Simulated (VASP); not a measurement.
# Ga3SbAs2 (P3m1) in VASP: a series of runs, part 2 of 2

VASP 6.6.1. The steps go on from the part before.

## (3) Single point, PBE (volume scaled by 0.88, then relaxed in part)

INCAR reads:

```
SYSTEM = Ga3SbAs2
  ALGO = Normal
  EDIFF = 1E-6
  ENCUT = 520
  GGA = PE
  ISIF = 2
  ISMEAR = 0
  LASPH = .TRUE.
  LCHARG = .FALSE.
  LREAL = .FALSE.
  LWAVE = .FALSE.
  NBANDS = 36
  NELM = 100
  PREC = Accurate
  SIGMA = 0.1
```

KPOINTS reads:

```
k-points
0
G
  12 12 4
  0 0 0
```

POSCAR reads:

```
Ga3SbAs2
1.0
    3.9999132402      0.0000000277      0.0000000000
   -1.9999566441      3.4640264651      0.0000000000
    0.0000000000      0.0000000000      9.8288142306
Ga Sb As
3 1 2
Direct
    0.0000000000      0.0000000000      0.0150484469
    0.6666666667      0.3333333333      0.3329626470
    0.3333333333      0.6666666667      0.6531770729
    0.3333333333      0.6666666667      0.9141683141
    0.0000000000      0.0000000000      0.2575318838
    0.6666666667      0.3333333333      0.5771116354
```

Potentials or basis: VASP PAW PBE potentials, release 64 (Ga_d, Sb, As).

On the command line:

```
$ cat potpaw_PBE.64/Ga_d/POTCAR potpaw_PBE.64/Sb/POTCAR potpaw_PBE.64/As/POTCAR > POTCAR
$ mpirun -np 1 vasp_std > vasp.out
```

Run time: 6.2 min. Hardware: 1 thread of Intel Xeon Platinum 8259CL at 2.50GHz (Skylake/Cascade Lake), shared host; peak memory 0.47 GiB.

It converged, with:

```
Free energy            : -23.2501 eV
Pressure               : 9.5 GPa
Largest force          : 0.006 eV/Å
Band gap on the k mesh : zero (filled and empty bands touch)
```

Forces on the atoms (eV/Å):
```
Ga   0.000  0.000 -0.006
Ga   0.000  0.000 -0.004
Ga   0.000  0.000 -0.001
Sb   0.000  0.000  0.003
As   0.000  0.000  0.003
As   0.000  0.000  0.005
```

Levels at points of the mesh, in eV from the Fermi level:
| k point | band 23 | band 24 | band 25 | band 26 | band 27 | band 28 | band 29 | band 30 | band 31 | band 32 |
| --- | --- | --- | --- | --- | --- | --- | --- | --- | --- | --- |
| (0.00, 0.00, 0.00) | -1.45 | -1.45 | -0.57 | -0.08 | -0.03 | -0.03 | 0.19 | 1.87 | 2.90 | 2.90 |
| (0.50, 0.00, 0.00) | -3.51 | -3.40 | -3.19 | -2.57 | -1.82 | 0.66 | 0.80 | 1.49 | 2.08 | 3.57 |
| (0.00, 0.00, 0.50) | -1.98 | -1.31 | -1.31 | -0.19 | -0.19 | 0.16 | 0.67 | 2.27 | 3.43 | 3.43 |
| (0.50, 0.00, 0.50) | -4.00 | -3.40 | -2.90 | -1.76 | -1.55 | 0.41 | 0.84 | 1.44 | 2.47 | 2.75 |

Caveat: spin-orbit coupling is left out, which moves the levels of the heavy elements.

## (4) Single point, PBE (volume scaled by 0.91, then relaxed in part)

INCAR reads:

```
SYSTEM = Ga3SbAs2
PREC = Accurate
ENCUT = 520
EDIFF = 1E-6
ISMEAR = 0
SIGMA = 0.1
LREAL = .FALSE.
LASPH = .TRUE.
NELM = 100
ALGO = Normal
ISIF = 2
LWAVE = .FALSE.
LCHARG = .FALSE.
GGA = PE
NBANDS = 36
```

KPOINTS reads:

```
Automatic mesh
0
G
  12 12 4
  0 0 0
```

POSCAR reads:

```
Ga3SbAs2
1.0
    4.0458214222      0.0000000280      0.0000000000
   -2.0229107353      3.5037841168      0.0000000000
    0.0000000000      0.0000000000      9.9345356036
Ga Sb As
3 1 2
Direct
    0.0000000000      0.0000000000      0.0146353037
    0.6666666667      0.3333333333      0.3329890177
    0.3333333333      0.6666666667      0.6534773262
    0.3333333333      0.6666666667      0.9147210772
    0.0000000000      0.0000000000      0.2571355104
    0.6666666667      0.3333333333      0.5770417650
```

On the command line:

```
$ cat potpaw_PBE.64/Ga_d/POTCAR potpaw_PBE.64/Sb/POTCAR potpaw_PBE.64/As/POTCAR > POTCAR
$ mpirun -np 1 vasp_std > vasp.out
```

Wall time 6.2 min (1 thread of Intel Xeon Platinum 8259CL at 2.50GHz (Skylake/Cascade Lake), shared host); peak memory 0.46 GiB.

The run converged. Its results:

| Item | Value |
| --- | --- |
| Free energy | -23.4797 eV |
| Pressure | 6.5 GPa |
| Largest force | 0.007 eV/Å |
| Band gap on the k mesh | zero (filled and empty bands touch) |

Forces in eV/Å, atoms in the order of the input:
```
Ga   0.000  0.000 -0.007
Ga   0.000  0.000 -0.005
Ga   0.000  0.000  0.000
Sb   0.000  0.000  0.003
As   0.000  0.000  0.004
As   0.000  0.000  0.005
```

Levels at points of the mesh, in eV from the Fermi level:
| k point | band 23 | band 24 | band 25 | band 26 | band 27 | band 28 | band 29 | band 30 | band 31 | band 32 |
| --- | --- | --- | --- | --- | --- | --- | --- | --- | --- | --- |
| (0.00, 0.00, 0.00) | -1.36 | -1.36 | -0.53 | -0.22 | -0.03 | -0.03 | 0.16 | 1.73 | 2.94 | 2.94 |
| (0.50, 0.00, 0.00) | -3.35 | -3.25 | -3.04 | -2.43 | -1.74 | 0.78 | 0.88 | 1.50 | 2.05 | 3.58 |
| (0.00, 0.00, 0.50) | -1.87 | -1.23 | -1.23 | -0.18 | -0.18 | 0.13 | 0.61 | 2.14 | 3.46 | 3.46 |
| (0.50, 0.00, 0.50) | -3.81 | -3.23 | -2.75 | -1.67 | -1.47 | 0.38 | 0.94 | 1.49 | 2.52 | 2.78 |

Caveat: spin-orbit coupling is left out, which moves the levels of the heavy elements.

## (5) Single point, PBE (volume scaled by 0.94, then relaxed in part)

INCAR reads:

```
PREC     = Accurate       # precision mode
ENCUT    = 520            # plane-wave cutoff, eV
EDIFF    = 1E-6           # SCF threshold, eV
ISMEAR   = 0              # smearing method
SIGMA    = 0.1            # smearing width, eV
LREAL    = F              # projectors in reciprocal space
LASPH    = T              # aspherical terms in the spheres
NELM     = 60             # most SCF steps
ALGO     = Normal         # electronic algorithm
ISIF     = 2              # what is computed and relaxed
LWAVE    = F              # write WAVECAR
LCHARG   = T              # write CHGCAR
GGA      = PE             # functional
LELF     = T              # ELF
LVHAR    = T            
NBANDS   = 36             # bands
```

KPOINTS reads:

```
regular mesh
0
Gamma
  12 12 4
```

POSCAR reads:

```
Ga3SbAs2
1.0
    4.0907438075      0.0000000283      0.0000000000
   -2.0453719282      3.5426880436      0.0000000000
    0.0000000000      0.0000000000     10.0379005304
Ga Sb As
3 1 2
Direct
    0.0000000000      0.0000000000      0.0142687020
    0.6666666667      0.3333333333      0.3330096867
    0.3333333333      0.6666666667      0.6537408012
    0.3333333333      0.6666666667      0.9152499426
    0.0000000000      0.0000000000      0.2567647366
    0.6666666667      0.3333333333      0.5769661311
```

On the command line:

```
$ cat potpaw_PBE.64/Ga_d/POTCAR potpaw_PBE.64/Sb/POTCAR potpaw_PBE.64/As/POTCAR > POTCAR
$ mpirun -np 1 vasp_std > vasp.out
```

Wall time 5.7 min (1 thread of Intel Xeon Platinum 8259CL at 2.50GHz (Skylake/Cascade Lake), shared host); peak memory 0.48 GiB.

The run converged. Its results:

| Quantity | Value |
| --- | --- |
| Free energy | -23.6306 eV |
| Pressure | 4.0 GPa |
| Largest force | 0.007 eV/Å |
| Band gap on the k mesh | zero (filled and empty bands touch) |

Forces in eV/Å, atoms in the order of the input:
```
Ga   0.000  0.000 -0.007
Ga   0.000  0.000 -0.005
Ga   0.000  0.000  0.000
Sb   0.000  0.000  0.002
As   0.000  0.000  0.004
As   0.000  0.000  0.006
```

Levels at points of the mesh, in eV from the Fermi level:
```
           k point  band 24  band 25  band 26  band 27  band 28  band 29  band 30  band 31
(0.00, 0.00, 0.00)    -1.28    -0.51    -0.36    -0.02    -0.02     0.13     1.59     2.98
(0.50, 0.00, 0.00)    -3.11    -2.91    -2.30    -1.66     0.88     0.94     1.49     2.01
(0.00, 0.00, 0.50)    -1.15    -1.15    -0.16    -0.16     0.10     0.54     2.00     3.47
(0.50, 0.00, 0.50)    -3.07    -2.62    -1.58    -1.40     0.34     1.02     1.53     2.55
```

Caveat: spin-orbit coupling is left out, which moves the levels of the heavy elements.

## (6) Single point, PBE (volume scaled by 0.97, then relaxed in part)

INCAR reads:

```
ALGO = Normal ; EDIFF = 1E-7
ENCUT = 520 ; GGA = PE
ISIF = 2 ; ISMEAR = 0
LASPH = T ; LCHARG = F
LREAL = F ; LWAVE = F
NBANDS = 36 ; NELM = 80
PREC = Accurate ; SIGMA = 0.1
```

KPOINTS reads:

```
k-points
0
Gamma
  12 12 4
```

POSCAR reads:

```
Ga3SbAs2
1.0
    4.1347074366      0.0000000286      0.0000000000
   -2.0673537430      3.5807616630      0.0000000000
    0.0000000000      0.0000000000     10.1391549776
Ga Sb As
3 1 2
Direct
    0.0000000000      0.0000000000      0.0139583094
    0.6666666667      0.3333333333      0.3330281475
    0.3333333333      0.6666666667      0.6539566443
    0.3333333333      0.6666666667      0.9157509773
    0.0000000000      0.0000000000      0.2564201444
    0.6666666667      0.3333333333      0.5768857772
```

Potentials or basis: VASP PAW PBE potentials, release 64 (Ga_d, Sb, As).

On the command line:

```
$ cat potpaw_PBE.64/Ga_d/POTCAR potpaw_PBE.64/Sb/POTCAR potpaw_PBE.64/As/POTCAR > POTCAR
$ mpirun -np 1 vasp_std > vasp.out
```

Wall time 8 min (1 thread of Intel Xeon Platinum 8259CL at 2.50GHz (Skylake/Cascade Lake), shared host); peak memory 0.49 GiB.

It converged, with:

```yaml
Free_energy: -23.7151 eV
Pressure: 1.9 GPa
Largest_force: 0.007 eV/Å
Band_gap_on_the_k_mesh: zero (filled and empty bands touch)
```

Forces in eV/Å, atoms in the order of the input:
```
Ga   0.000  0.000 -0.007
Ga   0.000  0.000 -0.006
Ga   0.000  0.000  0.001
Sb   0.000  0.000  0.002
As   0.000  0.000  0.004
As   0.000  0.000  0.006
```

Levels at points of the mesh, in eV from the Fermi level:
| k point | band 24 | band 25 | band 26 | band 27 | band 28 | band 29 | band 30 | band 31 |
| --- | --- | --- | --- | --- | --- | --- | --- | --- |
| (0.00, 0.00, 0.00) | -1.20 | -0.56 | -0.41 | -0.02 | -0.02 | 0.10 | 1.46 | 3.01 |
| (0.50, 0.00, 0.00) | -2.98 | -2.79 | -2.18 | -1.59 | 0.96 | 1.01 | 1.48 | 1.97 |
| (0.00, 0.00, 0.50) | -1.08 | -1.08 | -0.15 | -0.15 | 0.07 | 0.49 | 1.86 | 3.49 |
| (0.50, 0.00, 0.50) | -2.91 | -2.49 | -1.49 | -1.33 | 0.31 | 1.09 | 1.56 | 2.58 |

Caveat: spin-orbit coupling is left out, which moves the levels of the heavy elements.

## (7) Overview

| cell | k mesh | gap on the mesh (eV) | pressure (GPa) | largest force (eV/Å) |
| --- | --- | --- | --- | --- |
| a = 4.178, b = 4.178, c = 10.239 Å, angles 90.0, 90.0, 120.0°, 6 atoms | 6 × 6 × 2 | none | 0.2 | 0.05 |
| a = 4.000, b = 4.000, c = 9.829 Å, angles 90.0, 90.0, 120.0°, 6 atoms | 12 × 12 × 4 | none | 9.5 | 0.01 |
| a = 4.046, b = 4.046, c = 9.935 Å, angles 90.0, 90.0, 120.0°, 6 atoms | 12 × 12 × 4 | none | 6.5 | 0.01 |
| a = 4.091, b = 4.091, c = 10.038 Å, angles 90.0, 90.0, 120.0°, 6 atoms | 12 × 12 × 4 | none | 4.0 | 0.01 |
| a = 4.135, b = 4.135, c = 10.139 Å, angles 90.0, 90.0, 120.0°, 6 atoms | 12 × 12 × 4 | none | 1.9 | 0.01 |

Alike in all rows: task single point; level PBE; potentials or basis VASP PAW PBE potentials, release 64 (Ga_d, Sb, As); no spin polarisation; cutoff (eV) 520; smearing gaussian 0.1 eV.

Caveats: spin-orbit coupling is left out, which moves the levels of the heavy elements.

Total energies depend on the potentials used, so only differences within one code and one set of settings carry meaning.
